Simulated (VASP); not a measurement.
# Pt (P6_3/mmc) in VASP: further runs

The runs below take Pt through single point, with revPBE.

Program: VASP 6.6.1. These are calculated values, not measurements. Logs are shortened: lines on timing, memory, paths and dates and some standing lists are left out, and cuts for length are marked.

## (1) The cell of the first run

The structure is hexagonal, space group P6_3/mmc (No. 194). Conventional cell: a = 2.850 Å, b = 2.850 Å, c = 4.903 Å, α = 90.00°, β = 90.00°, γ = 120.00°. Within 3.8 Å of Pt (site symmetry -6m2) lie 12 Pt at 2.85 to 2.95 Å.

## (2) Single point, revPBE (volume scaled by 1.08)

Contents of INCAR:

```
ALGO = Normal
EDIFF = 1E-6
ENCUT = 520
GGA = RE
ISIF = 2
ISMEAR = -1
LASPH = True
LCHARG = True
LELF = True
LREAL = False
LVHAR = True
LWAVE = False
NBANDS = 17
NELM = 80
PREC = Accurate
SIGMA = 0.1
```

Contents of KPOINTS:

```
k-points
0
Gamma
  15 15 8
```

Contents of POSCAR:

```
Pt
1.0
    2.8498542419      0.0000000000      0.0000000000
   -1.4249271210      2.4680461706      0.0000000000
    0.0000000000      0.0000000000      4.9030074564
Pt
2
Direct
    0.3333333333      0.6666666667      0.2500000000
    0.6666666667      0.3333333333      0.7500000000
```

Potentials or basis: VASP PAW PBE potentials, release 64 (Pt).

The run is started by

```sh
$ cat potpaw_PBE.64/Pt/POTCAR > POTCAR
$ mpirun -np 1 vasp_std > vasp.out
```

OUTCAR:

```text
EDIFF = 1E-6
   ENCUT = 520
   GGA = RE
   ISIF = 2
   ISMEAR = -1
   LASPH = True
   LREAL = False
   NELM = 80
   PREC = Accurate

 ion  position               nearest neighbor table
   1  0.333  0.667  0.250-   2 2.95   2 2.95   2 2.95   2 2.95   2 2.95   2 2.95
   2  0.667  0.333  0.750-   1 2.95   1 2.95   1 2.95   1 2.95   1 2.95   1 2.95

  LATTYP: Found a hexagonal cell.
 ALAT       =     2.8498542419
 C/A-ratio  =     1.7204414823

  Lattice vectors:

 A1 = (   2.8498542419,   0.0000000000,   0.0000000000)
 A2 = (  -1.4249271210,   2.4680461706,   0.0000000000)
 A3 = (   0.0000000000,   0.0000000000,   4.9030074564)

Analysis of symmetry for initial positions (statically):
=====================================================================
 Subroutine PRICEL returns:
 Original cell was already a primitive cell.

 Routine SETGRP: Setting up the symmetry group for a
 hexagonal supercell.

 Subroutine GETGRP returns: Found 24 space group operations
 (whereof 12 operations were pure point group operations)
 out of a pool of 24 trial point group operations.

The static configuration has the point symmetry D_3d.
 The point group associated with its full space group is D_6h.

Analysis of symmetry for dynamics (positions and initial velocities):
=====================================================================
 Subroutine PRICEL returns:
 Original cell was already a primitive cell.

 Routine SETGRP: Setting up the symmetry group for a
 hexagonal supercell.

 Subroutine GETGRP returns: Found 24 space group operations
 (whereof 12 operations were pure point group operations)
 out of a pool of 24 trial point group operations.

The dynamic configuration has the point symmetry D_3d.
 The point group associated with its full space group is D_6h.

 Subroutine INISYM returns: Found 24 space group operations
 (whereof 12 operations are pure point group operations),
 and found     1 'primitive' translations

----------------------------------------------------------------------------------------

                                     Primitive cell

  volume of cell :      34.4857

  direct lattice vectors                    reciprocal lattice vectors
     2.849854242  0.000000000  0.000000000     0.350895139  0.202589403  0.000000000
    -1.424927121  2.468046171  0.000000000     0.000000000  0.405178806  0.000000000
     0.000000000  0.000000000  4.903007456     0.000000000  0.000000000  0.203956451

  length of vectors
     2.849854242  2.849854242  4.903007456     0.405178806  0.405178806  0.203956451

  position of ions in fractional coordinates (direct lattice)
     0.333333333  0.666666667  0.250000000
     0.666666667  0.333333333  0.750000000

  ion indices of the primitive-cell ions
   primitive index   ion index
                 1           1
                 2           2

----------------------------------------------------------------------------------------

 KPOINTS: k-points

Automatic generation of k-mesh.
 Grid dimensions read from file:
 generate k-points for:   15   15    8

 Generating k-lattice:

  Cartesian coordinates                     Fractional coordinates (reciprocal lattice)
     0.023393009  0.013505960  0.000000000     0.066666667  0.000000000  0.000000000
     0.000000000  0.027011920  0.000000000     0.000000000  0.066666667  0.000000000
     0.000000000  0.000000000  0.025494556     0.000000000  0.000000000  0.125000000

  Length of vectors
     0.027011920  0.027011920  0.025494556

  Shift w.r.t. Gamma in fractional coordinates (k-lattice)
     0.000000000  0.000000000  0.000000000

 Subroutine IBZKPT returns following result:
 ===========================================

 Found    135 irreducible k-points:

 Following reciprocal coordinates:
            Coordinates               Weight
  0.000000  0.000000  0.000000      1.000000
  0.066667  0.000000  0.000000      6.000000
  0.133333 -0.000000  0.000000      6.000000
  0.200000  0.000000  0.000000      6.000000
  0.266667 -0.000000  0.000000      6.000000
  0.333333 -0.000000  0.000000      6.000000
[... 16 lines left out ...]
  0.333333  0.200000  0.000000     12.000000
  0.400000  0.200000  0.000000      6.000000
 [... further k-points ...]
   k-points           NKPTS =    135   k-points in BZ     NKDIM =    135   number of bands    NBANDS=     17
   number of dos      NEDOS =    301   number of ions     NIONS =      2
   total plane-waves  NPLWV =  20736
   dimension x,y,z NGX =    24 NGY =   24 NGZ =   36
   dimension x,y,z NGXF=    48 NGYF=   48 NGZF=   72
   ions per type =               2
   NGX,Y,Z   is equivalent  to a cutoff of  14.00, 14.00, 12.21 a.u.
   NGXF,Y,Z  is equivalent  to a cutoff of  28.00, 28.00, 24.41 a.u.
 SYSTEM =  unknown system
   PREC   = accura    normal or accurate (medium, high low for compatibility)
   ISTART =      0    job   : 0-new  1-cont  2-samecut
   ICHARG =      2    charge: 1-file 2-atom 10-const
   ISPIN  =      1    spin polarized calculation?
   LNONCOLLINEAR =      F non collinear calculations
   LSORBIT =      F    spin-orbit coupling
   LASPH  =      T    aspherical Exc in radial PAW
   ENCUT  =  520.0 eV  38.22 Ry    6.18 a.u.   5.30  5.30  9.12*2*pi/ulx,y,z
   NELM   =     80;   NELMIN=  2; NELMDL= -5     # of ELM steps
   EDIFF  = 0.1E-05   stopping-criterion for ELM
   LREAL  =      F    real-space projection
   EDIFFG = 0.1E-04   stopping-criterion for IOM
   NSW    =      0    number of steps for IOM
   IBRION =     -1    ionic relax: 0-MD 1-quasi-New 2-CG
   NFREE  =      0    steps in history (QN), initial steepest desc. (CG)
   ISIF   =      2    stress and relaxation
   ISYM   =      2    0-nonsym 1-usesym 2-fastsym
   POTIM  = 0.5000    time-step for ionic-motion
   TEBEG  =    0.0;   TEEND  =   0.0 temperature during run
   PSTRESS=    0.0 pullay stress
   NELECT =      20.0000    total number of electrons
   NUPDOWN=      -1.0000    fix difference up-down
   EMIN   =  10.00;   EMAX   =-10.00  energy-range for DOS
   EFERMI =   0.00;   METHOD = LEGACY
   ISMEAR =    -1;   SIGMA  =   0.10  broadening in eV -4-tet -1-fermi 0-gaus
   EFERMI_NEDOS =   21; number of points for ismear=-14 and -15
   IALGO  =     38    algorithm
   IMIX   =      4    mixing-type and parameters
     AMIX     =   0.40;   BMIX     =  1.00
     AMIX_MAG =   1.60;   BMIX_MAG =  1.00
  volume/ion in A,a.u.               =      17.24       116.36
  Fermi-wavevector in a.u.,A,eV,Ry     =   1.365228  2.579908 25.359202  1.863849
  Thomas-Fermi vector in A             =   2.491475
   LORBIT       =      0    0 simple, 1 ext, 2 COOP (PROOUT), +10 PAW based schemes
   GGA     = RE    functional components
   LHFCALC =     F    Hartree Fock is set to
   AEXX    =    0.0000 exact exchange contribution
   IVDW    =     0    specifies the selected vdW correction
   LEPSILON=     F    determine dielectric tensor
   LRPA    =     F    only Hartree local field effects (RPA)
 non-spin polarized calculation
  energy-cutoff  :      520.00
  volume of cell :       34.49
 maximum number of plane-waves:       942
 NGX is ok and might be reduce to    24
   NGX = 11   NGY = 11   NGZ = 19

 number of electron      19.9999999 magnetization

 Free energy of the ion-electron system (eV)
  ---------------------------------------------------
  ext. energy  EPLUGINS =         0.00000000
  ---------------------------------------------------
  free energy    TOTEN  =       -10.97901730 eV

  energy without entropy =      -10.84760130  energy(sigma->0) =      -10.91330930

 E-fermi :   8.9250     XC(G=0): -12.6437

 val. band max:        8.9225240210   @ k =   0.3333   0.1333   0.5000
 cond. band min:       8.9295431228   @ k =   0.4000   0.2000   0.2500
 fundamental gap:      0.0070191018
 Fermi energy:         8.9249513314

 k-point     1 :       0.0000    0.0000    0.0000
  band No.  band energies     occupation
      1       0.1610      2.00000
      2       2.7373      2.00000
      3       5.5729      2.00000
      4       5.9753      2.00000
      5       5.9753      2.00000
      6       6.2974      2.00000
[... 9 lines left out ...]
     16      26.1409      0.00000
     17      28.9091      0.00000

 k-point     2 :       0.0667    0.0000    0.0000
  band No.  band energies     occupation
      1       0.3081      2.00000
      2       2.8698      2.00000
      3       5.5491      2.00000
      4       5.9819      2.00000
      5       6.0818      2.00000
      6       6.2324      2.00000
[... 9 lines left out ...]
     16      26.2297      0.00000
     17      28.0763      0.00000

 k-point     3 :       0.1333   -0.0000    0.0000
  band No.  band energies     occupation
      1       0.7350      2.00000
      2       3.2324      2.00000
      3       5.4176      2.00000
      4       5.9749      2.00000
      5       6.2045      2.00000
      6       6.3937      2.00000
[... 9 lines left out ...]
     16      25.9224      0.00000
     17      26.7197      0.00000

 k-point     4 :       0.2000    0.0000    0.0000
  band No.  band energies     occupation
      1       1.3914      2.00000
      2       3.6750      2.00000
      3       5.2888      2.00000
      4       5.7252      2.00000
      5       5.7669      2.00000
      6       6.5499      2.00000
[... 9 lines left out ...]
     16      25.6980      0.00000
     17      26.4556      0.00000

 k-point     5 :       0.2667   -0.0000    0.0000
  band No.  band energies     occupation
      1       2.1645      2.00000
      2       3.8614      2.00000
      3       5.0681      2.00000
      4       5.4428      2.00000
      5       5.6673      2.00000
      6       6.6172      2.00000
[... 9 lines left out ...]
     16      24.6160      0.00000
     17      26.0980      0.00000

 k-point     6 :       0.3333   -0.0000    0.0000
  band No.  band energies     occupation
      1       2.8420      2.00000
      2       3.7328      2.00000
      3       4.5636      2.00000
      4       5.6205      2.00000
      5       6.0781      2.00000
      6       6.3742      2.00000
[... 9 lines left out ...]
     16      23.2279      0.00000
     17      23.5243      0.00000

 k-point     7 :       0.4000   -0.0000    0.0000
  band No.  band energies     occupation
      1       3.2175      2.00000
      2       3.5479      2.00000
      3       4.2226      2.00000
      4       5.9812      2.00000
      5       6.1842      2.00000
      6       6.2737      2.00000
[... 9 lines left out ...]
     16      21.2282      0.00000
     17      22.5736      0.00000

 k-point     8 :       0.4667   -0.0000    0.0000
  band No.  band energies     occupation
      1       3.3496      2.00000
      2       3.4224      2.00000
      3       4.0507      2.00000
      4       6.0836      2.00000
      5       6.1977      2.00000
      6       6.3574      2.00000
[... 9 lines left out ...]
     16      20.6197      0.00000
     17      21.9108      0.00000
[... 203 lines left out ...]
      1       3.6578      2.00000
      2       3.9254      2.00000
      3       4.2777      2.00000
      4       5.7297      2.00000
      5       5.9056      2.00000
      6       6.3186      2.00000
[... 9 lines left out ...]
     16      21.6022      0.00000
     17      22.9243      0.00000

 k-point    20 :       0.4000    0.1333    0.0000
  band No.  band energies     occupation
      1       3.7718      2.00000
      2       3.8099      2.00000
      3       4.1323      2.00000
      4       5.9579      2.00000
      5       6.1123      2.00000
      6       6.1757      2.00000
[... 9 lines left out ...]
     16      20.1222      0.00000
     17      22.2020      0.00000

 k-point    21 :       0.2000    0.2000    0.0000
  band No.  band energies     occupation
      1       3.3160      2.00000
      2       4.6258      2.00000
      3       4.6515      2.00000
      4       4.7147      2.00000
      5       5.8732      2.00000
      6       5.8891      2.00000
[... 9 lines left out ...]
     16      24.2026      0.00000
     17      24.7817      0.00000

 k-point    22 :       0.2667    0.2000    0.0000
  band No.  band energies     occupation
      1       3.9233      2.00000
      2       4.4026      2.00000
      3       4.4343      2.00000
      4       5.0724      2.00000
      5       5.7603      2.00000
      6       6.1986      2.00000
[... 9 lines left out ...]
     16      22.8328      0.00000
     17      23.6147      0.00000

 k-point    23 :       0.3333    0.2000    0.0000
  band No.  band energies     occupation
      1       4.1603      2.00000
      2       4.2463      2.00000
      3       4.2715      2.00000
      4       5.5828      2.00000
      5       5.7752      2.00000
      6       6.1605      2.00000
[... 9 lines left out ...]
     16      20.8767      0.00000
     17      22.7323      0.00000

 k-point    24 :       0.4000    0.2000    0.0000
  band No.  band energies     occupation
      1       4.1930      2.00000
      2       4.2084      2.00000
      3       4.2090      2.00000
      4       5.8323      2.00000
      5       5.8585      2.00000
      6       5.9870      2.00000
[... 9 lines left out ...]
     16      19.7243      0.00000
     17      22.1889      0.00000

 [... further k-points ...]
[... 5 lines left out ...]
  --------------------------------------------------------------------------------------
  -------------------------------------------------------------------------------------
  Total       -3.2357763     -3.2357763     -2.9121431      0.0000000      0.0000000      0.0000000
  in kB     -150.3317086   -150.3317086   -135.2959554      0.0000000      0.0000000      0.0000000
  external PRESSURE =    -145.3197909 kB  Pullay stress =       0.0000000 kB

 VOLUME and BASIS-vectors are now :
 -----------------------------------------------------------------------------
  energy-cutoff  :      520.00
  volume of cell :       34.49
      direct lattice vectors                 reciprocal lattice vectors
     2.849854242  0.000000000  0.000000000     0.350895139  0.202589403  0.000000000
    -1.424927121  2.468046171  0.000000000     0.000000000  0.405178806  0.000000000
     0.000000000  0.000000000  4.903007456     0.000000000  0.000000000  0.203956451

 POSITION                                       TOTAL-FORCE (eV/Angst)
 -----------------------------------------------------------------------------------
     -0.00000      1.64536      1.22575        -0.000000      0.000000      0.000000
      1.42493      0.82268      3.67726         0.000000      0.000000      0.000000
 -----------------------------------------------------------------------------------
    total drift:                               -0.000000      0.000000     -0.000000

  FREE ENERGIE OF THE ION-ELECTRON SYSTEM (eV)
  ---------------------------------------------------
  free  energy   TOTEN  =       -10.9790172983 eV

  energy  without entropy=      -10.8476012986  energy(sigma->0) =      -10.91330930
```

Run time: 21 s. Hardware: 1 thread of Intel Xeon 6975P-C (Granite Rapids), shared host; peak memory 0.2 GiB.

Results:

```yaml
Free_energy: -10.9790 eV
Pressure: -14.5 GPa
Band_gap_on_the_k_mesh: zero (band 10 reaches 9.25 eV, above the bottom of band 11 at 8.21 eV)
```

Caveat: the PAW data sets were made with another functional, which shifts forces and pressure a little; spin-orbit coupling is left out, which moves the levels of the heavy elements.

## (3) Single point, revPBE (volume scaled by 1.12)

Contents of INCAR:

```
SYSTEM = Pt
  PREC = Accurate
  ENCUT = 520
  EDIFF = 1E-6
  ISMEAR = -1
  SIGMA = 0.1
  LREAL = .FALSE.
  LASPH = .TRUE.
  NELM = 80
  ALGO = Normal
  ISIF = 2
  LWAVE = .FALSE.
  LCHARG = .TRUE.
  GGA = RE
  LELF = .TRUE.
  LVHAR = .TRUE.
  NBANDS = 17
```

Contents of KPOINTS:

```
regular mesh
0
G
  15 15 8
  0 0 0
```

Contents of POSCAR:

```
Pt
1.0
    2.8846119875      0.0000000000      0.0000000000
   -1.4423059938      2.4981472612      0.0000000000
    0.0000000000      0.0000000000      4.9628061237
Pt
2
Direct
    0.3333333333      0.6666666667      0.2500000000
    0.6666666667      0.3333333333      0.7500000000
```

Potentials or basis: VASP PAW PBE potentials, release 64 (Pt).

The run is started by

```sh
$ cat potpaw_PBE.64/Pt/POTCAR > POTCAR
$ mpirun -np 1 vasp_std > vasp.out
```

Wall time 23 s (1 thread of Intel Xeon 6975P-C (Granite Rapids), shared host); peak memory 0.2 GiB.

It converged, with:

```yaml
Free_energy: -10.8450 eV
Pressure: -19.2 GPa
Band_gap_on_the_k_mesh: zero (band 10 reaches 8.64 eV, above the bottom of band 11 at 7.66 eV)
```

Stress tensor (GPa, compression positive):
```
-19.81   0.00   0.00
  0.00 -19.81   0.00
  0.00   0.00 -17.84
```

Levels at points of the mesh, in eV from the Fermi level:
| k point | band 7 | band 8 | band 9 | band 10 | band 11 | band 12 | band 13 | band 14 |
| --- | --- | --- | --- | --- | --- | --- | --- | --- |
| (0.00, 0.00, 0.00) | -2.48 | -1.52 | -1.52 | -0.21 | -0.21 | -0.11 | 4.05 | 15.17 |
| (0.00, 0.00, 0.50) | -2.78 | -2.78 | -0.68 | -0.68 | -0.68 | -0.68 | 11.22 | 11.22 |

Caveat: the PAW data sets were made with another functional, which shifts forces and pressure a little; spin-orbit coupling is left out, which moves the levels of the heavy elements.
